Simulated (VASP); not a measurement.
# Rh (Fm-3m) in VASP: further runs

Rh is run at these levels: LDA; tasks: single point.

All numbers are computed with VASP 6.6.1; they aren't measurements. Logs are shortened: lines on timing, memory, paths and dates and some standing lists are left out, and cuts for length are marked.

## (1) The cell of the first run

Symmetry: Fm-3m, No. 225, cubic system. The conventional cell has a = 3.732 Å, b = 3.732 Å, c = 3.732 Å, α = 90.00°, β = 90.00°, γ = 90.00°. Within 3.5 Å of Rh (site symmetry m-3m) lie 12 Rh at 2.64 Å.

## (2) Single point, LDA

File INCAR:

```
ALGO = Normal ; EDIFF = 1E-7
ENCUT = 520 ; GGA = CA
ISIF = 2 ; ISMEAR = 0
LASPH = T ; LCHARG = F
LREAL = F ; LWAVE = F
NBANDS = 14 ; NELM = 100
PREC = Accurate ; SIGMA = 0.1
```

File KPOINTS:

```
k-points
0
Gamma
  9 9 9
```

File POSCAR:

```
Rh
1.0
    0.0000000000      1.8657635431      1.8657635431
    1.8657635431      0.0000000000      1.8657635431
    1.8657635431      1.8657635431      0.0000000000
Rh
1
Direct
    0.0000000000      0.0000000000      0.0000000000
```

Potentials or basis: VASP PAW LDA potentials, release 64 (Rh_pv).

Command:

```console
$ cat potpaw_LDA.64/Rh_pv/POTCAR > POTCAR
$ mpirun -np 1 vasp_std > vasp.out
```

OUTCAR:

```text
EDIFF = 1E-7
   ENCUT = 520
   GGA = CA
   ISIF = 2
   ISMEAR = 0
   LASPH = T
   LREAL = F
   NELM = 100
   PREC = Accurate

 ion  position               nearest neighbor table
   1  0.000  0.000  0.000-

  LATTYP: Found a face centered cubic cell.
 ALAT       =     3.7315270862

  Lattice vectors:

 A1 = (   0.0000000000,   1.8657635431,   1.8657635431)
 A2 = (   1.8657635431,   0.0000000000,   1.8657635431)
 A3 = (   1.8657635431,   1.8657635431,   0.0000000000)

Analysis of symmetry for initial positions (statically):
=====================================================================
 Subroutine PRICEL returns:
 Original cell was already a primitive cell.

 Routine SETGRP: Setting up the symmetry group for a
 face centered cubic supercell.

 Subroutine GETGRP returns: Found 48 space group operations
 (whereof 48 operations were pure point group operations)
 out of a pool of 48 trial point group operations.

The static configuration has the point symmetry O_h .

Analysis of symmetry for dynamics (positions and initial velocities):
=====================================================================
 Subroutine PRICEL returns:
 Original cell was already a primitive cell.

 Routine SETGRP: Setting up the symmetry group for a
 face centered cubic supercell.

 Subroutine GETGRP returns: Found 48 space group operations
 (whereof 48 operations were pure point group operations)
 out of a pool of 48 trial point group operations.

The dynamic configuration has the point symmetry O_h .

 Subroutine INISYM returns: Found 48 space group operations
 (whereof 48 operations are pure point group operations),
 and found     1 'primitive' translations

----------------------------------------------------------------------------------------

                                     Primitive cell

  volume of cell :      12.9897

  direct lattice vectors                    reciprocal lattice vectors
     0.000000000  1.865763543  1.865763543    -0.267986799  0.267986799  0.267986799
     1.865763543  0.000000000  1.865763543     0.267986799 -0.267986799  0.267986799
     1.865763543  1.865763543  0.000000000     0.267986799  0.267986799 -0.267986799

  length of vectors
     2.638588107  2.638588107  2.638588107     0.464166752  0.464166752  0.464166752

  position of ions in fractional coordinates (direct lattice)
     0.000000000  0.000000000  0.000000000

  ion indices of the primitive-cell ions
   primitive index   ion index
                 1           1

----------------------------------------------------------------------------------------

 KPOINTS: k-points

Automatic generation of k-mesh.
 Grid dimensions read from file:
 generate k-points for:    9    9    9

 Generating k-lattice:

  Cartesian coordinates                     Fractional coordinates (reciprocal lattice)
    -0.029776311  0.029776311  0.029776311     0.111111111  0.000000000  0.000000000
     0.029776311 -0.029776311  0.029776311     0.000000000  0.111111111  0.000000000
     0.029776311  0.029776311 -0.029776311     0.000000000  0.000000000  0.111111111

  Length of vectors
     0.051574084  0.051574084  0.051574084

  Shift w.r.t. Gamma in fractional coordinates (k-lattice)
     0.000000000  0.000000000  0.000000000

 Subroutine IBZKPT returns following result:
 ===========================================

 Found     35 irreducible k-points:

 Following reciprocal coordinates:
            Coordinates               Weight
  0.000000  0.000000  0.000000      1.000000
  0.111111  0.000000  0.000000      8.000000
  0.222222  0.000000  0.000000      8.000000
  0.333333  0.000000  0.000000      8.000000
  0.444444  0.000000  0.000000      8.000000
  0.111111  0.111111  0.000000      6.000000
[... 16 lines left out ...]
 -0.333333  0.333333  0.000000     12.000000
  0.444444  0.444444  0.000000      6.000000
 [... further k-points ...]
   k-points           NKPTS =     35   k-points in BZ     NKDIM =     35   number of bands    NBANDS=     14
   number of dos      NEDOS =    301   number of ions     NIONS =      1
   total plane-waves  NPLWV =   8000
   dimension x,y,z NGX =    20 NGY =   20 NGZ =   20
   dimension x,y,z NGXF=    40 NGYF=   40 NGZF=   40
   ions per type =               1
   NGX,Y,Z   is equivalent  to a cutoff of  12.60, 12.60, 12.60 a.u.
   NGXF,Y,Z  is equivalent  to a cutoff of  25.20, 25.20, 25.20 a.u.
 SYSTEM =  unknown system
   PREC   = accura    normal or accurate (medium, high low for compatibility)
   ISTART =      0    job   : 0-new  1-cont  2-samecut
   ICHARG =      2    charge: 1-file 2-atom 10-const
   ISPIN  =      1    spin polarized calculation?
   LNONCOLLINEAR =      F non collinear calculations
   LSORBIT =      F    spin-orbit coupling
   LASPH  =      T    aspherical Exc in radial PAW
   ENCUT  =  520.0 eV  38.22 Ry    6.18 a.u.   4.91  4.91  4.91*2*pi/ulx,y,z
   NELM   =    100;   NELMIN=  2; NELMDL= -5     # of ELM steps
   EDIFF  = 0.1E-06   stopping-criterion for ELM
   LREAL  =      F    real-space projection
   EDIFFG = 0.1E-05   stopping-criterion for IOM
   NSW    =      0    number of steps for IOM
   IBRION =     -1    ionic relax: 0-MD 1-quasi-New 2-CG
   NFREE  =      0    steps in history (QN), initial steepest desc. (CG)
   ISIF   =      2    stress and relaxation
   ISYM   =      2    0-nonsym 1-usesym 2-fastsym
   POTIM  = 0.5000    time-step for ionic-motion
   TEBEG  =    0.0;   TEEND  =   0.0 temperature during run
   PSTRESS=    0.0 pullay stress
   NELECT =      15.0000    total number of electrons
   NUPDOWN=      -1.0000    fix difference up-down
   EMIN   =  10.00;   EMAX   =-10.00  energy-range for DOS
   EFERMI =   0.00;   METHOD = LEGACY
   ISMEAR =     0;   SIGMA  =   0.10  broadening in eV -4-tet -1-fermi 0-gaus
   EFERMI_NEDOS =   21; number of points for ismear=-14 and -15
   IALGO  =     38    algorithm
   IMIX   =      4    mixing-type and parameters
     AMIX     =   0.40;   BMIX     =  1.00
     AMIX_MAG =   1.60;   BMIX_MAG =  1.00
  volume/ion in A,a.u.               =      12.99        87.66
  Fermi-wavevector in a.u.,A,eV,Ry     =   1.717534  3.245668 40.136135  2.949923
  Thomas-Fermi vector in A             =   2.794516
   LORBIT       =      0    0 simple, 1 ext, 2 COOP (PROOUT), +10 PAW based schemes
   GGA     = CA    functional components
   LHFCALC =     F    Hartree Fock is set to
   AEXX    =    0.0000 exact exchange contribution
   IVDW    =     0    specifies the selected vdW correction
   LEPSILON=     F    determine dielectric tensor
   LRPA    =     F    only Hartree local field effects (RPA)
 non-spin polarized calculation
 Gauss-broadening in eV      SIGMA  =   0.10
  energy-cutoff  :      520.00
  volume of cell :       12.99
 maximum number of plane-waves:       361
   NGX =  9   NGY =  9   NGZ =  9

 number of electron      14.9999997 magnetization

 Free energy of the ion-electron system (eV)
  ---------------------------------------------------
  ext. energy  EPLUGINS =         0.00000000
  ---------------------------------------------------
  free energy    TOTEN  =        -8.67472437 eV

  energy without entropy =       -8.66968237  energy(sigma->0) =       -8.67220337

 E-fermi :  12.7150     XC(G=0): -14.7182

 val. band max:       12.7148325957   @ k =  -0.3333   0.3333   0.0000
 cond. band min:      12.7485376007   @ k =  -0.4444   0.4444   0.1111
 fundamental gap:      0.0337050051
 Fermi energy:        12.7149972173

 k-point     1 :       0.0000    0.0000    0.0000
  band No.  band energies     occupation
      1     -33.4861      2.00000
      2     -33.4861      2.00000
      3     -33.4861      2.00000
      4       4.3416      2.00000
      5       9.3956      2.00000
      6       9.3956      2.00000
      7       9.3956      2.00000
      8      11.7033      2.00000
      9      11.7033      2.00000
     10      28.6912      0.00000
     11      32.9455      0.00000
     12      34.4080      0.00000
     13      34.4080      0.00000
     14      34.4080      0.00000

 k-point     2 :       0.1111    0.0000    0.0000
  band No.  band energies     occupation
      1     -33.5961      2.00000
      2     -33.5007      2.00000
      3     -33.5007      2.00000
      4       4.8515      2.00000
      5       9.1813      2.00000
      6       9.5885      2.00000
      7       9.5885      2.00000
      8      11.6035      2.00000
      9      11.6035      2.00000
     10      29.4464      0.00000
     11      32.2652      0.00000
     12      32.9487      0.00000
     13      35.1978      0.00000
     14      35.1978      0.00000

 k-point     3 :       0.2222    0.0000    0.0000
  band No.  band energies     occupation
      1     -33.8695      2.00000
      2     -33.5376      2.00000
      3     -33.5376      2.00000
      4       5.9704      2.00000
      5       9.0951      2.00000
      6       9.8104      2.00000
      7       9.8104      2.00000
      8      11.7206      2.00000
      9      11.7206      2.00000
     10      29.0464      0.00000
     11      30.5848      0.00000
     12      32.9465      0.00000
     13      37.2592      0.00000
     14      37.2592      0.00000
[... 324 lines left out ...]
 k-point    23 :      -0.3333    0.3333    0.0000
  band No.  band energies     occupation
      1     -34.0991      2.00000
      2     -34.0933      2.00000
      3     -33.7037      2.00000
      4       7.2394      2.00000
      5       8.2930      2.00000
      6       9.5930      2.00000
      7      11.4119      2.00000
      8      12.7148      1.00186
      9      19.7150      0.00000
     10      23.1978      0.00000
     11      25.3417      0.00000
     12      31.8978      0.00000
     13      32.9430      0.00000
     14      33.4168      0.00000

 k-point    24 :       0.4444    0.4444    0.0000
  band No.  band energies     occupation
      1     -34.3132      2.00000
      2     -33.8067      2.00000
      3     -33.8066      2.00000
      4       5.9781      2.00000
      5       6.3464      2.00000
      6      13.3433      0.00000
      7      13.6670      0.00000
      8      13.6670      0.00000
      9      15.4157      0.00000
     10      26.5586      0.00000
     11      26.7374      0.00000
     12      26.7374      0.00000
     13      32.9418      0.00000
     14      36.5802      0.00000

 [... further k-points ...]

------------------------ aborting loop because EDIFF is reached ----------------------------------------

  FORCE on cell =-STRESS in cart. coord.  units (eV):
  Direction    XX          YY          ZZ          XY          YZ          ZX
  --------------------------------------------------------------------------------------
  -------------------------------------------------------------------------------------
  Total        0.5646564      0.5646564      0.5646564      0.0000000      0.0000000      0.0000000
  in kB       69.6458147     69.6458147     69.6458147      0.0000000      0.0000000      0.0000000
  external PRESSURE =      69.6458147 kB  Pullay stress =       0.0000000 kB

 VOLUME and BASIS-vectors are now :
 -----------------------------------------------------------------------------
  energy-cutoff  :      520.00
  volume of cell :       12.99
      direct lattice vectors                 reciprocal lattice vectors
     0.000000000  1.865763543  1.865763543    -0.267986799  0.267986799  0.267986799
     1.865763543  0.000000000  1.865763543     0.267986799 -0.267986799  0.267986799
     1.865763543  1.865763543  0.000000000     0.267986799  0.267986799 -0.267986799

 POSITION                                       TOTAL-FORCE (eV/Angst)
 -----------------------------------------------------------------------------------
      0.00000      0.00000      0.00000         0.000000      0.000000      0.000000
 -----------------------------------------------------------------------------------
    total drift:                                0.000000     -0.000000      0.000000

  FREE ENERGIE OF THE ION-ELECTRON SYSTEM (eV)
  ---------------------------------------------------
  free  energy   TOTEN  =        -8.6747243699 eV

  energy  without entropy=       -8.6696823673  energy(sigma->0) =       -8.67220337
```

Run time: 3.2 s. Hardware: 1 thread of Intel Xeon 6975P-C (Granite Rapids), shared host; peak memory 0.12 GiB.

Results:

- Free energy: -8.6747 eV
- Pressure: 7.0 GPa

Levels at points of the mesh, in eV from the Fermi level:
```
           k point  band 4  band 5  band 6  band 7  band 8  band 9  band 10  band 11  band 12  band 13
(0.00, 0.00, 0.00)   -8.37   -3.32   -3.32   -3.32   -1.01   -1.01    15.98    20.23    21.69    21.69
```

## (3) Single point, LDA

This run uses another cell than the first one, of 12.92 Å³/atom, 0.994 times its volume.

File INCAR:

```
ALGO = Normal
EDIFF = 1E-6
ENCUT = 520
ISIF = 2
ISMEAR = 0
LASPH = T
LCHARG = F
LREAL = F
LWAVE = F
NBANDS = 14
NELM = 80
PREC = Accurate
SIGMA = 0.1
```

KPOINTS is that of step 2.

File POSCAR:

```
Rh
1.0
    0.0000000000      1.8622439995      1.8622439995
    1.8622439995      0.0000000000      1.8622439995
    1.8622439995      1.8622439995      0.0000000000
Rh
1
Direct
    0.0000000000      0.0000000000      0.0000000000
```

Potentials or basis: VASP PAW LDA potentials, release 64 (Rh_pv).

Command:

```console
$ cat potpaw_LDA.64/Rh_pv/POTCAR > POTCAR
$ mpirun -np 1 vasp_std > vasp.out
```

It took 2.9 s on 1 thread of Intel Xeon 6975P-C (Granite Rapids), shared host; peak memory 0.11 GiB.

The run converged. Its results:

```
Free energy : -8.6710 eV
Pressure    : 9.0 GPa
```

Levels at points of the mesh, in eV from the Fermi level:
```csv
k point,band 6,band 7,band 8,band 9,band 10,band 11
"(0.00, 0.00, 0.00)",-3.35,-3.35,-1.02,-1.02,15.97,20.22
```
